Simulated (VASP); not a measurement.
# SiC (P6_3mc) in VASP: notebook

Runs on SiC. Level: PBE. Tasks: single point.

Program: VASP 6.6.1. These are calculated values, not measurements. Logs are shortened: lines on timing, memory, paths and dates and some standing lists are left out, and cuts for length are marked.

## 1. The cell of the first run

Symmetry: P6_3mc, No. 186, hexagonal system. Conventional cell: a = 2.999 Å, b = 2.999 Å, c = 5.074 Å, α = 90.00°, β = 90.00°, γ = 120.00°. Si (site symmetry 3m) has 4 C at 1.84 to 1.91 Å within 2.4 Å. Within 2.4 Å of C (site symmetry 3m) lie 4 Si at 1.84 to 1.91 Å.

## 2. Single point, PBE (strain -0.0300 x Voigt [1, 1, 0, 0, 0, 0])

Contents of INCAR:

```
PREC = Accurate ; ENCUT = 520
EDIFF = 1E-7 ; ISMEAR = 0
SIGMA = 0.05 ; LREAL = F
LASPH = T ; NELM = 80
ALGO = Normal ; ISIF = 2
LWAVE = F ; LCHARG = T
GGA = PE ; LELF = T
LVHAR = T ; NBANDS = 16
```

Contents of KPOINTS:

```
regular mesh
0
Gamma
  12 12 6
```

Contents of POSCAR:

```
SiC
1.0
    2.9992271324      0.0000000000      0.0000000000
   -1.4996135662      2.5974068884      0.0000000000
    0.0000000000      0.0000000000      5.0737646004
Si C
2 2
Direct
    0.3333333333      0.6666666667      0.0045636718
    0.6666666667      0.3333333333      0.5045636718
    0.3333333333      0.6666666667      0.3804363282
    0.6666666667      0.3333333333      0.8804363282
```

Potentials or basis: VASP PAW PBE potentials, release 64 (Si, C).

The run is started by

```
> cat potpaw_PBE.64/Si/POTCAR potpaw_PBE.64/C/POTCAR > POTCAR
> mpirun -np 1 vasp_std > vasp.out
```

OUTCAR:

```text
PREC = Accurate
   ENCUT = 520
   EDIFF = 1E-7
   ISMEAR = 0
   LREAL = F
   LASPH = T
   NELM = 80
   ISIF = 2
   GGA = PE

 ion  position               nearest neighbor table
   1  0.333  0.667  0.005-   4 1.84   4 1.84   4 1.84   3 1.91   2 3.07   2 3.07   2 3.07   2 3.07
                             2 3.07   2 3.07
   2  0.667  0.333  0.505-   3 1.84   3 1.84   3 1.84   4 1.91   1 3.07   1 3.07   1 3.07   1 3.07
                             1 3.07   1 3.07
   3  0.333  0.667  0.380-   2 1.84   2 1.84   2 1.84   1 1.91
   4  0.667  0.333  0.880-   1 1.84   1 1.84   1 1.84   2 1.91

  LATTYP: Found a hexagonal cell.
 ALAT       =     2.9992271324
 C/A-ratio  =     1.6916906844

  Lattice vectors:

 A1 = (   2.9992271324,   0.0000000000,   0.0000000000)
 A2 = (  -1.4996135662,   2.5974068884,   0.0000000000)
 A3 = (   0.0000000000,   0.0000000000,   5.0737646004)

Analysis of symmetry for initial positions (statically):
=====================================================================
 Subroutine PRICEL returns:
 Original cell was already a primitive cell.

 Routine SETGRP: Setting up the symmetry group for a
 hexagonal supercell.

 Subroutine GETGRP returns: Found 12 space group operations
 (whereof  6 operations were pure point group operations)
 out of a pool of 24 trial point group operations.

The static configuration has the point symmetry C_3v.
 The point group associated with its full space group is C_6v.

Analysis of symmetry for dynamics (positions and initial velocities):
=====================================================================
 Subroutine PRICEL returns:
 Original cell was already a primitive cell.

 Routine SETGRP: Setting up the symmetry group for a
 hexagonal supercell.

 Subroutine GETGRP returns: Found 12 space group operations
 (whereof  6 operations were pure point group operations)
 out of a pool of 24 trial point group operations.

The dynamic configuration has the point symmetry C_3v.
 The point group associated with its full space group is C_6v.

 Subroutine INISYM returns: Found 12 space group operations
 (whereof  6 operations are pure point group operations),
 and found     1 'primitive' translations

----------------------------------------------------------------------------------------

                                     Primitive cell

  volume of cell :      39.5257

  direct lattice vectors                    reciprocal lattice vectors
     2.999227132  0.000000000  0.000000000     0.333419230  0.192499682  0.000000000
    -1.499613566  2.597406888  0.000000000     0.000000000  0.384999364  0.000000000
     0.000000000  0.000000000  5.073764600     0.000000000  0.000000000  0.197092313

  length of vectors
     2.999227132  2.999227132  5.073764600     0.384999364  0.384999364  0.197092313

  position of ions in fractional coordinates (direct lattice)
     0.333333333  0.666666667  0.004563672
     0.666666667  0.333333333  0.504563672
     0.333333333  0.666666667  0.380436328
     0.666666667  0.333333333  0.880436328

  ion indices of the primitive-cell ions
   primitive index   ion index
                 1           1
                 2           2
                 3           3
                 4           4

----------------------------------------------------------------------------------------

 KPOINTS: regular mesh

Automatic generation of k-mesh.
 Grid dimensions read from file:
 generate k-points for:   12   12    6

 Generating k-lattice:

  Cartesian coordinates                     Fractional coordinates (reciprocal lattice)
     0.027784936  0.016041640  0.000000000     0.083333333 -0.000000000  0.000000000
     0.000000000  0.032083280  0.000000000     0.000000000  0.083333333  0.000000000
     0.000000000  0.000000000  0.032848719     0.000000000  0.000000000  0.166666667

  Length of vectors
     0.032083280  0.032083280  0.032848719

  Shift w.r.t. Gamma in fractional coordinates (k-lattice)
     0.000000000  0.000000000  0.000000000

 Subroutine IBZKPT returns following result:
 ===========================================

 Found     76 irreducible k-points:

 Following reciprocal coordinates:
            Coordinates               Weight
  0.000000  0.000000  0.000000      1.000000
  0.083333 -0.000000  0.000000      6.000000
  0.166667 -0.000000  0.000000      6.000000
  0.250000  0.000000  0.000000      6.000000
  0.333333  0.000000  0.000000      6.000000
  0.416667 -0.000000  0.000000      6.000000
[... 16 lines left out ...]
  0.250000  0.000000  0.166667     12.000000
  0.333333  0.000000  0.166667     12.000000
 [... further k-points ...]
   k-points           NKPTS =     76   k-points in BZ     NKDIM =     76   number of bands    NBANDS=     16
   number of dos      NEDOS =    301   number of ions     NIONS =      4
   total plane-waves  NPLWV =  23040
   dimension x,y,z NGX =    24 NGY =   24 NGZ =   40
   dimension x,y,z NGXF=    48 NGYF=   48 NGZF=   80
   ions per type =               2   2
   NGX,Y,Z   is equivalent  to a cutoff of  13.30, 13.30, 13.11 a.u.
   NGXF,Y,Z  is equivalent  to a cutoff of  26.61, 26.61, 26.21 a.u.
 SYSTEM =  unknown system
   PREC   = accura    normal or accurate (medium, high low for compatibility)
   ISTART =      0    job   : 0-new  1-cont  2-samecut
   ICHARG =      2    charge: 1-file 2-atom 10-const
   ISPIN  =      1    spin polarized calculation?
   LNONCOLLINEAR =      F non collinear calculations
   LSORBIT =      F    spin-orbit coupling
   LASPH  =      T    aspherical Exc in radial PAW
   ENCUT  =  520.0 eV  38.22 Ry    6.18 a.u.   5.58  5.58  9.43*2*pi/ulx,y,z
   NELM   =     80;   NELMIN=  2; NELMDL= -5     # of ELM steps
   EDIFF  = 0.1E-06   stopping-criterion for ELM
   LREAL  =      F    real-space projection
   EDIFFG = 0.1E-05   stopping-criterion for IOM
   NSW    =      0    number of steps for IOM
   IBRION =     -1    ionic relax: 0-MD 1-quasi-New 2-CG
   NFREE  =      0    steps in history (QN), initial steepest desc. (CG)
   ISIF   =      2    stress and relaxation
   ISYM   =      2    0-nonsym 1-usesym 2-fastsym
   POTIM  = 0.5000    time-step for ionic-motion
   TEBEG  =    0.0;   TEEND  =   0.0 temperature during run
   PSTRESS=    0.0 pullay stress
   NELECT =      16.0000    total number of electrons
   NUPDOWN=      -1.0000    fix difference up-down
   EMIN   =  10.00;   EMAX   =-10.00  energy-range for DOS
   EFERMI =   0.00;   METHOD = LEGACY
   ISMEAR =     0;   SIGMA  =   0.05  broadening in eV -4-tet -1-fermi 0-gaus
   EFERMI_NEDOS =   21; number of points for ismear=-14 and -15
   IALGO  =     38    algorithm
   IMIX   =      4    mixing-type and parameters
     AMIX     =   0.40;   BMIX     =  1.00
     AMIX_MAG =   1.60;   BMIX_MAG =  1.00
  volume/ion in A,a.u.               =       9.88        66.68
  Fermi-wavevector in a.u.,A,eV,Ry     =   1.211030  2.288515 19.954222  1.466594
  Thomas-Fermi vector in A             =   2.346558
   LORBIT       =      0    0 simple, 1 ext, 2 COOP (PROOUT), +10 PAW based schemes
   GGA     = PE    functional components
   LHFCALC =     F    Hartree Fock is set to
   AEXX    =    0.0000 exact exchange contribution
   IVDW    =     0    specifies the selected vdW correction
   LEPSILON=     F    determine dielectric tensor
   LRPA    =     F    only Hartree local field effects (RPA)
 non-spin polarized calculation
 Gauss-broadening in eV      SIGMA  =   0.05
  energy-cutoff  :      520.00
  volume of cell :       39.53
 maximum number of plane-waves:      1088
 NGX is ok and might be reduce to    24
   NGX = 11   NGY = 11   NGZ = 19

 number of electron      15.9999999 magnetization

 Free energy of the ion-electron system (eV)
  ---------------------------------------------------
  ext. energy  EPLUGINS =         0.00000000
  ---------------------------------------------------
  free energy    TOTEN  =       -29.95326570 eV

  energy without entropy =      -29.95326570  energy(sigma->0) =      -29.95326570

 E-fermi :   9.0392     XC(G=0): -11.5519

 val. band max:        8.8279801555   @ k =   0.0000   0.0000   0.0000
 cond. band min:      10.8950102838   @ k =   0.3333   0.3333   0.0000
 fundamental gap:      2.0670301282
 Fermi energy:         9.0392231511

 k-point     1 :       0.0000    0.0000    0.0000
  band No.  band energies     occupation
      1      -7.1559      2.00000
      2      -3.6711      2.00000
      3      -0.2260      2.00000
      4       7.6397      2.00000
      5       7.6397      2.00000
      6       8.5273      2.00000
[... 8 lines left out ...]
     15      18.1397      0.00000
     16      20.3904      0.00000

 k-point     2 :       0.0833   -0.0000    0.0000
  band No.  band energies     occupation
      1      -7.0279      2.00000
      2      -3.5596      2.00000
      3      -0.1053      2.00000
      4       6.9422      2.00000
      5       7.4165      2.00000
      6       8.3629      2.00000
[... 8 lines left out ...]
     15      18.4486      0.00000
     16      19.4899      0.00000

 k-point     3 :       0.1667   -0.0000    0.0000
  band No.  band energies     occupation
      1      -6.6471      2.00000
      2      -3.2334      2.00000
      3       0.2492      2.00000
      4       5.3925      2.00000
      5       6.9145      2.00000
      6       7.2065      2.00000
[... 8 lines left out ...]
     15      18.6966      0.00000
     16      19.0910      0.00000

 k-point     4 :       0.2500    0.0000    0.0000
  band No.  band energies     occupation
      1      -6.0245      2.00000
      2      -2.7252      2.00000
      3       0.7997      2.00000
      4       3.6565      2.00000
      5       5.7541      2.00000
      6       6.3712      2.00000
[... 8 lines left out ...]
     15      19.1856      0.00000
     16      20.0700      0.00000

 k-point     5 :       0.3333    0.0000    0.0000
  band No.  band energies     occupation
      1      -5.1875      2.00000
      2      -2.1443      2.00000
      3       1.2539      2.00000
      4       2.3596      2.00000
      5       4.2635      2.00000
      6       5.9224      2.00000
[... 8 lines left out ...]
     15      20.0825      0.00000
     16      21.3246      0.00000

 k-point     6 :       0.4167   -0.0000    0.0000
  band No.  band energies     occupation
      1      -4.2199      2.00000
      2      -1.8845      2.00000
      3       0.7758      2.00000
      4       2.6684      2.00000
      5       2.9961      2.00000
      6       5.6336      2.00000
[... 8 lines left out ...]
     15      19.8329      0.00000
     16      21.5097      0.00000
[... 267 lines left out ...]
 k-point    21 :       0.0833   -0.0000    0.1667
  band No.  band energies     occupation
      1      -6.8944      2.00000
      2      -4.0746      2.00000
      3       0.6299      2.00000
      4       7.0247      2.00000
      5       7.4922      2.00000
      6       7.6375      2.00000
[... 8 lines left out ...]
     15      18.1777      0.00000
     16      19.9464      0.00000

 k-point    22 :       0.1667   -0.0000    0.1667
  band No.  band energies     occupation
      1      -6.5146      2.00000
      2      -3.7329      2.00000
      3       0.9536      2.00000
      4       5.5031      2.00000
      5       6.8383      2.00000
      6       7.0000      2.00000
[... 8 lines left out ...]
     15      18.9716      0.00000
     16      19.3231      0.00000

 k-point    23 :       0.2500    0.0000    0.1667
  band No.  band energies     occupation
      1      -5.8940      2.00000
      2      -3.1919      2.00000
      3       1.4101      2.00000
      4       3.8312      2.00000
      5       5.3990      2.00000
      6       6.4640      2.00000
[... 8 lines left out ...]
     15      19.7935      0.00000
     16      20.0301      0.00000

 k-point    24 :       0.3333    0.0000    0.1667
  band No.  band energies     occupation
      1      -5.0610      2.00000
      2      -2.5339      2.00000
      3       1.3953      2.00000
      4       2.9086      2.00000
      5       3.8843      2.00000
      6       6.0195      2.00000
[... 8 lines left out ...]
     15      20.3598      0.00000
     16      21.3636      0.00000

 [... further k-points ...]

------------------------ aborting loop because EDIFF is reached ----------------------------------------

  FORCE on cell =-STRESS in cart. coord.  units (eV):
  Direction    XX          YY          ZZ          XY          YZ          ZX
  --------------------------------------------------------------------------------------
  -------------------------------------------------------------------------------------
  Total        5.2779811      5.2779811      0.5612947      0.0000000      0.0000000      0.0000000
  in kB      213.9433317    213.9433317     22.7521214      0.0000000      0.0000000      0.0000000
  external PRESSURE =     150.2129283 kB  Pullay stress =       0.0000000 kB

 VOLUME and BASIS-vectors are now :
 -----------------------------------------------------------------------------
  energy-cutoff  :      520.00
  volume of cell :       39.53
      direct lattice vectors                 reciprocal lattice vectors
     2.999227132  0.000000000  0.000000000     0.333419230  0.192499682  0.000000000
    -1.499613566  2.597406888  0.000000000     0.000000000  0.384999364  0.000000000
     0.000000000  0.000000000  5.073764600     0.000000000  0.000000000  0.197092313

 POSITION                                       TOTAL-FORCE (eV/Angst)
 -----------------------------------------------------------------------------------
     -0.00000      1.73160      0.02315         0.000000     -0.000000      0.356473
      1.49961      0.86580      2.56004        -0.000000     -0.000000      0.356473
     -0.00000      1.73160      1.93024         0.000000     -0.000000     -0.356473
      1.49961      0.86580      4.46713        -0.000000      0.000000     -0.356473
 -----------------------------------------------------------------------------------
    total drift:                               -0.000000      0.000000      0.000012

  FREE ENERGIE OF THE ION-ELECTRON SYSTEM (eV)
  ---------------------------------------------------
  free  energy   TOTEN  =       -29.9532657046 eV

  energy  without entropy=      -29.9532657046  energy(sigma->0) =      -29.95326570
```

It took 70 s on 1 thread of Intel Xeon 8259CL, shared host; peak memory 0.18 GiB.

What came out:

```yaml
Free_energy: -29.9533 eV
Pressure: 15.0 GPa
Largest_force: 0.356 eV/Å
Band_gap_on_the_k_mesh: 2.07 eV (least direct gap 4.34 eV)
```

Forces on the atoms (eV/Å):
```
Si   0.000  0.000  0.356
Si   0.000  0.000  0.356
C    0.000  0.000 -0.356
C    0.000  0.000 -0.356
```

Levels at points of the mesh, in eV from the valence-band top:
| k point | band 5 | band 6 | band 7 | band 8 | band 9 | band 10 | band 11 | band 12 |
| --- | --- | --- | --- | --- | --- | --- | --- | --- |
| (0.00, 0.00, 0.00) | -1.19 | -0.30 | 0.00 | 0.00 | 5.65 | 5.97 | 7.16 | 7.16 |
| (0.50, 0.00, 0.00) | -5.58 | -3.43 | -3.29 | -1.30 | 3.04 | 4.04 | 7.23 | 7.41 |
| (0.00, 0.00, 0.50) | -0.64 | -0.64 | -0.64 | -0.64 | 6.60 | 6.60 | 7.79 | 7.79 |
| (0.50, 0.00, 0.50) | -2.54 | -2.54 | -2.46 | -2.46 | 3.23 | 3.23 | 5.32 | 5.32 |

Caveat: the cell differs from its parent crystal (strain -0.0300 x Voigt [1, 1, 0, 0, 0, 0]); the cell stands under pressure. A k mesh can miss the band edges.

## 3. Single point, PBE (strain -0.0150 x Voigt [1, 1, 0, 0, 0, 0])

Contents of INCAR:

```
PREC = Accurate
ENCUT = 520
EDIFF = 1E-6
ISMEAR = 0
SIGMA = 0.05
LREAL = False
LASPH = True
NELM = 80
ALGO = Normal
ISIF = 2
LWAVE = False
LCHARG = True
GGA = PE
LELF = True
LVHAR = True
NBANDS = 16
```

Contents of KPOINTS:

```
Automatic mesh
0
Gamma
  12 12 6
```

POSCAR, as its differences from that of step 2:

```diff
@@ -2,4 +2,4 @@
 1.0
-    2.9992271324      0.0000000000      0.0000000000
-   -1.4996135662      2.5974068884      0.0000000000
+    3.0456069334      0.0000000000      0.0000000000
+   -1.5228034667      2.6375729743      0.0000000000
     0.0000000000      0.0000000000      5.0737646004
```

Potentials or basis: VASP PAW PBE potentials, release 64 (Si, C).

The run is started by

```
> cat potpaw_PBE.64/Si/POTCAR potpaw_PBE.64/C/POTCAR > POTCAR
> mpirun -np 1 vasp_std > vasp.out
```

It took 58 s on 1 thread of Intel Xeon 8259CL, shared host; peak memory 0.18 GiB.

The run converged. Its results:

* Free energy: -30.0726 eV
* Pressure: 6.9 GPa
* Largest force: 0.159 eV/Å
* Band gap on the k mesh: 2.19 eV (least direct gap 4.14 eV)

Forces in eV/Å, atoms in the order of the input:
```
Si   0.000  0.000  0.159
Si   0.000  0.000  0.159
C    0.000  0.000 -0.159
C    0.000  0.000 -0.159
```

Stress tensor (GPa, compression positive):
```
9.88 0.00 0.00
0.00 9.88 0.00
0.00 0.00 1.04
```

Levels at points of the mesh, in eV from the valence-band top:
| k point | band 4 | band 5 | band 6 | band 7 | band 8 | band 9 | band 10 | band 11 | band 12 | band 13 |
| --- | --- | --- | --- | --- | --- | --- | --- | --- | --- | --- |
| (0.00, 0.00, 0.00) | -1.25 | -1.25 | -0.19 | 0.00 | 0.00 | 5.15 | 6.07 | 6.86 | 6.86 | 7.87 |
| (0.50, 0.00, 0.00) | -6.44 | -5.48 | -3.33 | -3.29 | -1.24 | 2.90 | 4.13 | 6.99 | 7.24 | 9.86 |
| (0.00, 0.00, 0.50) | -4.60 | -0.67 | -0.67 | -0.67 | -0.67 | 6.18 | 6.18 | 7.52 | 7.52 | 7.52 |
| (0.50, 0.00, 0.50) | -8.35 | -2.44 | -2.44 | -2.42 | -2.42 | 3.25 | 3.25 | 5.25 | 5.25 | 10.44 |

Caveat: the cell differs from its parent crystal (strain -0.0150 x Voigt [1, 1, 0, 0, 0, 0]); the cell stands under pressure. A k mesh can miss the band edges.

(Part 1 of 2 ends here.)
